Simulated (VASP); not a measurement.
# BN in VASP: further runs

Runs on BN. Level: PBEsol. Tasks: single point.

Program: VASP 6.6.1. These are calculated values, not measurements. Logs are shortened: lines on timing, memory, paths and dates and some standing lists are left out, and cuts for length are marked.

### Step 1. The cell of the first run

The structure is orthorhombic, space group Fmm2 (No. 42). The conventional cell has a = 2.503 Å, b = 6.991 Å, c = 4.332 Å, α = 90.00°, β = 90.00°, γ = 90.00°. Within 1.7 Å of B (site symmetry mm2) lie 3 N at 1.24 to 1.55 Å. Within 1.7 Å of N (site symmetry mm2) lie 3 B at 1.24 to 1.55 Å.

### Step 2. Single point, PBEsol (atom 1 (B) moved by (+0.000, -0.200) A along [1 1 0] and z)

INCAR

```
SYSTEM = BN
  ALGO = Normal
  EDIFF = 1E-6
  ENCUT = 520
  GGA = PS
  ISIF = 2
  ISMEAR = 0
  LASPH = .True.
  LCHARG = .True.
  LELF = .True.
  LREAL = .False.
  LVHAR = .True.
  LWAVE = .False.
  NBANDS = 11
  NELM = 60
  PREC = Accurate
  SIGMA = 0.05
```

KPOINTS

```
k-points
0
Gamma
  12 12 12
  0 0 0
```

POSCAR

```
BN
1.0
    0.0000000000      3.4953158300      2.1660912400
    1.2516321000      0.0000000000      2.1660912400
    1.2516321000      3.4953158300      0.0000000000
B N
1 1
Direct
   -0.0461174570     -0.0461174570      1.0461174570
    0.6666513400      0.6666513400      0.3333486600
```

Potentials or basis: VASP PAW PBE potentials, release 64 (B, N).

Launch:

```console
> cat potpaw_PBE.64/B/POTCAR potpaw_PBE.64/N/POTCAR > POTCAR
> mpirun -np 1 vasp_std > vasp.out
```

OUTCAR:

```text
SYSTEM = BN
   EDIFF = 1E-6
   ENCUT = 520
   GGA = PS
   ISIF = 2
   ISMEAR = 0
   LASPH = .True.
   LREAL = .False.
   NELM = 60
   PREC = Accurate

 ion  position               nearest neighbor table
   1  0.954  0.954  0.046-   2 1.24   2 1.55   2 1.55
   2  0.667  0.667  0.333-   1 1.24   1 1.55   1 1.55

  LATTYP: Found a face centered orthorhombic cell.
 ALAT       =     2.5032642000
 B/A-ratio  =     1.7306133647
 C/A-ratio  =     2.7926064137

  Lattice vectors:

 A1 = (   0.0000000000,   3.4953158300,   2.1660912400)
 A2 = (  -1.2516321000,   3.4953158300,   0.0000000000)
 A3 = (  -1.2516321000,   0.0000000000,   2.1660912400)

Analysis of symmetry for initial positions (statically):
=====================================================================
 Subroutine PRICEL returns:
 Original cell was already a primitive cell.

 Routine SETGRP: Setting up the symmetry group for a
 face centered orthorhombic supercell.

 Subroutine GETGRP returns: Found  4 space group operations
 (whereof  4 operations were pure point group operations)
 out of a pool of  8 trial point group operations.

The static configuration has the point symmetry C_2v.

Analysis of symmetry for dynamics (positions and initial velocities):
=====================================================================
 Subroutine PRICEL returns:
 Original cell was already a primitive cell.

 Routine SETGRP: Setting up the symmetry group for a
 face centered orthorhombic supercell.

 Subroutine GETGRP returns: Found  4 space group operations
 (whereof  4 operations were pure point group operations)
 out of a pool of  8 trial point group operations.

The dynamic configuration has the point symmetry C_2v.

 Subroutine INISYM returns: Found  4 space group operations
 (whereof  4 operations are pure point group operations),
 and found     1 'primitive' translations

----------------------------------------------------------------------------------------

                                     Primitive cell

  volume of cell :      18.9526

  direct lattice vectors                    reciprocal lattice vectors
     0.000000000  3.495315830  2.166091240    -0.399478409  0.143048590  0.230830535
     1.251632100  0.000000000  2.166091240     0.399478409 -0.143048590  0.230830535
     1.251632100  3.495315830  0.000000000     0.399478409  0.143048590 -0.230830535

  length of vectors
     4.112077822  2.501706252  3.712656147     0.483041027  0.483041027  0.483041027

  position of ions in fractional coordinates (direct lattice)
     0.953882543  0.953882543  0.046117457
     0.666651340  0.666651340  0.333348660

  ion indices of the primitive-cell ions
   primitive index   ion index
                 1           1
                 2           2

----------------------------------------------------------------------------------------

 KPOINTS: k-points

Automatic generation of k-mesh.
 Grid dimensions read from file:
 generate k-points for:   12   12   12

 Generating k-lattice:

  Cartesian coordinates                     Fractional coordinates (reciprocal lattice)
    -0.033289867  0.011920716  0.019235878     0.083333333  0.000000000  0.000000000
     0.033289867 -0.011920716  0.019235878     0.000000000  0.083333333  0.000000000
     0.033289867  0.011920716 -0.019235878     0.000000000  0.000000000  0.083333333

  Length of vectors
     0.040253419  0.040253419  0.040253419

  Shift w.r.t. Gamma in fractional coordinates (k-lattice)
     0.000000000  0.000000000  0.000000000

 Subroutine IBZKPT returns following result:
 ===========================================

 Found    280 irreducible k-points:

 Following reciprocal coordinates:
            Coordinates               Weight
  0.000000  0.000000  0.000000      1.000000
  0.083333  0.000000 -0.000000      8.000000
  0.166667  0.000000 -0.000000      8.000000
  0.250000  0.000000  0.000000      8.000000
  0.333333  0.000000  0.000000      8.000000
  0.416667  0.000000 -0.000000      8.000000
[... 16 lines left out ...]
  0.500000  0.166667  0.000000      8.000000
 -0.416667  0.166667  0.000000      8.000000
 [... further k-points ...]
   k-points           NKPTS =    280   k-points in BZ     NKDIM =    280   number of bands    NBANDS=     11
   number of dos      NEDOS =    301   number of ions     NIONS =      2
   total plane-waves  NPLWV =  17920
   dimension x,y,z NGX =    32 NGY =   20 NGZ =   28
   dimension x,y,z NGXF=    64 NGYF=   40 NGZF=   56
   ions per type =               1   1
   NGX,Y,Z   is equivalent  to a cutoff of  12.94, 13.29, 12.54 a.u.
   NGXF,Y,Z  is equivalent  to a cutoff of  25.87, 26.58, 25.08 a.u.
 SYSTEM =  BN
   PREC   = accura    normal or accurate (medium, high low for compatibility)
   ISTART =      0    job   : 0-new  1-cont  2-samecut
   ICHARG =      2    charge: 1-file 2-atom 10-const
   ISPIN  =      1    spin polarized calculation?
   LNONCOLLINEAR =      F non collinear calculations
   LSORBIT =      F    spin-orbit coupling
   LASPH  =      T    aspherical Exc in radial PAW
   ENCUT  =  520.0 eV  38.22 Ry    6.18 a.u.   7.65  4.65  6.90*2*pi/ulx,y,z
   NELM   =     60;   NELMIN=  2; NELMDL= -5     # of ELM steps
   EDIFF  = 0.1E-05   stopping-criterion for ELM
   LREAL  =      F    real-space projection
   EDIFFG = 0.1E-04   stopping-criterion for IOM
   NSW    =      0    number of steps for IOM
   IBRION =     -1    ionic relax: 0-MD 1-quasi-New 2-CG
   NFREE  =      0    steps in history (QN), initial steepest desc. (CG)
   ISIF   =      2    stress and relaxation
   ISYM   =      2    0-nonsym 1-usesym 2-fastsym
   POTIM  = 0.5000    time-step for ionic-motion
   TEBEG  =    0.0;   TEEND  =   0.0 temperature during run
   PSTRESS=    0.0 pullay stress
   NELECT =       8.0000    total number of electrons
   NUPDOWN=      -1.0000    fix difference up-down
   EMIN   =  10.00;   EMAX   =-10.00  energy-range for DOS
   EFERMI =   0.00;   METHOD = LEGACY
   ISMEAR =     0;   SIGMA  =   0.05  broadening in eV -4-tet -1-fermi 0-gaus
   EFERMI_NEDOS =   21; number of points for ismear=-14 and -15
   IALGO  =     38    algorithm
   IMIX   =      4    mixing-type and parameters
     AMIX     =   0.40;   BMIX     =  1.00
     AMIX_MAG =   1.60;   BMIX_MAG =  1.00
  volume/ion in A,a.u.               =       9.48        63.95
  Fermi-wavevector in a.u.,A,eV,Ry     =   1.228047  2.320672 20.518928  1.508099
  Thomas-Fermi vector in A             =   2.362987
   LORBIT       =      0    0 simple, 1 ext, 2 COOP (PROOUT), +10 PAW based schemes
   GGA     = PS    functional components
   LHFCALC =     F    Hartree Fock is set to
   AEXX    =    0.0000 exact exchange contribution
   IVDW    =     0    specifies the selected vdW correction
   LEPSILON=     F    determine dielectric tensor
   LRPA    =     F    only Hartree local field effects (RPA)
 non-spin polarized calculation
 Gauss-broadening in eV      SIGMA  =   0.05
  energy-cutoff  :      520.00
  volume of cell :       18.95
 maximum number of plane-waves:       529
   NGX = 15   NGY =  9   NGZ = 13

 number of electron       8.0000000 magnetization

 Free energy of the ion-electron system (eV)
  ---------------------------------------------------
  ext. energy  EPLUGINS =         0.00000000
  ---------------------------------------------------
  free energy    TOTEN  =       -17.23634456 eV

  energy without entropy =      -17.23634456  energy(sigma->0) =      -17.23634456

 E-fermi :   2.8642     XC(G=0):  -9.9283

 val. band max:        2.5697014479   @ k =   0.0000   0.0000   0.0000
 cond. band min:       4.5574862099   @ k =   0.0000   0.5000   0.5000
 fundamental gap:      1.9877847620
 Fermi energy:         2.8642060035

 k-point     1 :       0.0000    0.0000    0.0000
  band No.  band energies     occupation
      1     -15.9912      2.00000
      2      -2.7700      2.00000
      3      -1.6311      2.00000
      4       2.5697      2.00000
      5       6.5538      0.00000
      6      10.7722      0.00000
      7      14.9117      0.00000
      8      15.1489      0.00000
      9      17.9151      0.00000
     10      27.0381      0.00000
     11      27.2969      0.00000

 k-point     2 :       0.0833    0.0000   -0.0000
  band No.  band energies     occupation
      1     -15.8529      2.00000
      2      -2.6443      2.00000
      3      -1.8834      2.00000
      4       1.9625      2.00000
      5       6.8679      0.00000
      6      10.8681      0.00000
      7      14.6914      0.00000
      8      15.4533      0.00000
      9      18.2747      0.00000
     10      25.9114      0.00000
     11      27.5119      0.00000

 k-point     3 :       0.1667    0.0000   -0.0000
  band No.  band energies     occupation
      1     -15.4464      2.00000
      2      -2.6128      2.00000
      3      -2.2526      2.00000
      4       0.5941      2.00000
      5       7.6630      0.00000
      6      11.0976      0.00000
      7      13.5194      0.00000
      8      16.6665      0.00000
      9      19.3596      0.00000
     10      23.4772      0.00000
     11      27.9040      0.00000

 k-point     4 :       0.2500    0.0000    0.0000
  band No.  band energies     occupation
      1     -14.8026      2.00000
      2      -3.7308      2.00000
      3      -1.6461      2.00000
      4      -0.8053      2.00000
      5       8.6752      0.00000
      6      11.2754      0.00000
      7      12.0396      0.00000
      8      18.1183      0.00000
      9      21.0420      0.00000
     10      21.4128      0.00000
     11      26.3606      0.00000
[... 239 lines left out ...]
 k-point    22 :       0.4167    0.1667    0.0000
  band No.  band energies     occupation
      1     -13.7955      2.00000
      2      -5.3195      2.00000
      3      -2.6587      2.00000
      4      -0.1537      2.00000
      5       8.7447      0.00000
      6      10.9322      0.00000
      7      14.0995      0.00000
      8      17.6994      0.00000
      9      18.5470      0.00000
     10      21.5980      0.00000
     11      26.7141      0.00000

 k-point    23 :       0.5000    0.1667    0.0000
  band No.  band energies     occupation
      1     -13.0541      2.00000
      2      -6.1852      2.00000
      3      -3.4988      2.00000
      4       0.5240      2.00000
      5       7.6657      0.00000
      6      11.8535      0.00000
      7      14.5205      0.00000
      8      16.6020      0.00000
      9      19.6614      0.00000
     10      22.5843      0.00000
     11      25.0119      0.00000

 k-point    24 :      -0.4167    0.1667    0.0000
  band No.  band energies     occupation
      1     -12.6624      2.00000
      2      -6.6515      2.00000
      3      -3.7427      2.00000
      4       0.6830      2.00000
      5       7.3840      0.00000
      6      11.9472      0.00000
      7      14.7291      0.00000
      8      16.7256      0.00000
      9      19.7363      0.00000
     10      22.6380      0.00000
     11      24.5837      0.00000

 [... further k-points ...]

------------------------ aborting loop because EDIFF is reached ----------------------------------------

  FORCE on cell =-STRESS in cart. coord.  units (eV):
  Direction    XX          YY          ZZ          XY          YZ          ZX
  --------------------------------------------------------------------------------------
  -------------------------------------------------------------------------------------
  Total       -0.8056467      0.0245402      7.5664353      0.0000000      0.0000000      0.0000000
  in kB      -68.1060003      2.0745290    639.6347466      0.0000000      0.0000000      0.0000000
  external PRESSURE =     191.2010918 kB  Pullay stress =       0.0000000 kB

 VOLUME and BASIS-vectors are now :
 -----------------------------------------------------------------------------
  energy-cutoff  :      520.00
  volume of cell :       18.95
      direct lattice vectors                 reciprocal lattice vectors
     0.000000000  3.495315830  2.166091240    -0.399478409  0.143048590  0.230830535
     1.251632100  0.000000000  2.166091240     0.399478409 -0.143048590  0.230830535
     1.251632100  3.495315830  0.000000000     0.399478409  0.143048590 -0.230830535

 POSITION                                       TOTAL-FORCE (eV/Angst)
 -----------------------------------------------------------------------------------
      1.25163      3.49532      4.13239         0.000000      0.000000     11.781558
      1.25163      3.49532      2.88806         0.000000      0.000000    -11.781558
 -----------------------------------------------------------------------------------
    total drift:                                0.000007     -0.000011     -0.000127

  FREE ENERGIE OF THE ION-ELECTRON SYSTEM (eV)
  ---------------------------------------------------
  free  energy   TOTEN  =       -17.2363445553 eV

  energy  without entropy=      -17.2363445553  energy(sigma->0) =      -17.23634456
```

Wall time 1.7 min (1 thread of Intel Xeon 8259CL, shared host); peak memory 0.19 GiB.

Results:

```
Free energy            : -17.2363 eV
Pressure               : 19.1 GPa
Largest force          : 11.782 eV/Å
Band gap on the k mesh : 1.99 eV (least direct gap 3.70 eV)
```

Forces on the atoms (eV/Å):
```
B     0.000   0.000  11.782
N     0.000   0.000 -11.782
```

Stress tensor (GPa, compression positive):
```
-6.81  0.00  0.00
 0.00  0.21  0.00
 0.00  0.00 63.96
```

Levels at points of the mesh, in eV from the valence-band top:
```
           k point  band 1  band 2  band 3  band 4  band 5  band 6  band 7  band 8
(0.00, 0.00, 0.00)  -18.56   -5.34   -4.20    0.00    3.98    8.20   12.34   12.58
(0.50, 0.00, 0.00)  -15.42   -9.52   -5.10   -2.27    4.70    7.93   12.36   14.73
(0.50, 0.50, 0.00)  -15.84   -9.91   -3.99   -0.86    3.96    9.06   10.71   13.04
(0.50, 0.00, 0.50)  -18.36   -6.97   -4.17   -0.03    8.12    8.71   10.39   14.86
(0.00, 0.50, 0.50)  -15.75   -9.72   -4.04   -1.71    1.99    9.55   13.90   16.51
```

Caveat: the cell differs from its parent crystal (atom 1 (B) moved by (+0.000, -0.200) A along [1 1 0] and z); the cell stands under pressure; the PAW data sets were made with another functional, which shifts forces and pressure a little.

### Step 3. Single point, PBEsol (atom 1 (B) moved by (+0.000, +0.200) A along [1 1 0] and z)

INCAR

```
PREC = Accurate
ENCUT = 520
EDIFF = 1E-6
ISMEAR = 0
SIGMA = 0.05
LREAL = False
LASPH = True
NELM = 60
ALGO = Normal
ISIF = 2
LWAVE = False
LCHARG = False
GGA = PS
NBANDS = 11
```

KPOINTS

```
Automatic mesh
0
Gamma
  12 12 12
```

Edit POSCAR of step 2 so:

```diff
@@ -8,3 +8,3 @@
 Direct
-   -0.0461174570     -0.0461174570      1.0461174570
+    0.0462147570      0.0462147570      0.9537852430
     0.6666513400      0.6666513400      0.3333486600
```

Potentials or basis: VASP PAW PBE potentials, release 64 (B, N).

Launch:

```console
> cat potpaw_PBE.64/B/POTCAR potpaw_PBE.64/N/POTCAR > POTCAR
> mpirun -np 1 vasp_std > vasp.out
```

Run time: 1.7 min. Hardware: 1 thread of Intel Xeon 8259CL, shared host; peak memory 0.19 GiB.

The run converged. Its results:

| Property | Result |
| --- | --- |
| Free energy | -17.6194 eV |
| Pressure | 12.2 GPa |
| Largest force | 5.756 eV/Å |
| Band gap on the k mesh | 3.06 eV (least direct gap 3.80 eV) |

Forces on the atoms (eV/Å):
```
B    0.000  0.000 -5.756
N    0.000  0.000  5.756
```

Stress tensor (GPa, compression positive):
```
37.61  0.00  0.00
 0.00 -0.09  0.00
 0.00  0.00 -1.03
```

Levels at points of the mesh, in eV from the valence-band top:
```tsv
k point	band 2	band 3	band 4	band 5	band 6	band 7
(0.00, 0.00, 0.00)	-5.45	-4.53	-0.02	3.78	8.03	12.25
(0.50, 0.00, 0.00)	-10.06	-4.12	-1.65	3.06	7.91	12.18
(0.50, 0.50, 0.00)	-9.52	-6.44	-2.18	6.71	8.19	11.49
(0.50, 0.00, 0.50)	-7.11	-4.55	0.00	7.85	8.59	11.28
(0.00, 0.50, 0.50)	-9.33	-6.47	-3.12	4.42	8.83	12.96
```

Caveat: the cell differs from its parent crystal (atom 1 (B) moved by (+0.000, +0.200) A along [1 1 0] and z); the cell stands under pressure; the PAW data sets were made with another functional, which shifts forces and pressure a little. A k mesh can miss the band edges.

(Part 1 of 2 ends here.)
